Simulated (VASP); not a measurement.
A run of VASP 6.6.1 is set up as follows.

The input INCAR:

```
SYSTEM = Tc
ALGO = Normal
EDIFF = 1E-6
ENCUT = 520
GGA = PE
ISIF = 2
ISMEAR = -1
LASPH = .True.
LCHARG = .False.
LREAL = .False.
LWAVE = .False.
NBANDS = 12
NELM = 60
PREC = Accurate
SIGMA = 0.03
```

Contents of KPOINTS:

```
k-points
0
Gamma
  18 18 18
  0 0 0
```

Contents of POSCAR:

```
Tc
1.0
    0.0000000000      1.9500000000      1.9500000000
    1.9500000000      0.0000000000      1.9500000000
    1.9500000000      1.9500000000      0.0000000000
Tc
1
Direct
    0.0000000000      0.0000000000      0.0000000000
```

Potentials or basis: VASP PAW PBE potentials, release 64 (Tc_pv).

Launch:

```bash
$ cat potpaw_PBE.64/Tc_pv/POTCAR > POTCAR
$ mpirun -np 1 vasp_std > vasp.out
```

(1) Estimate the pressure.

Answers

(1) -6.8 GPa.
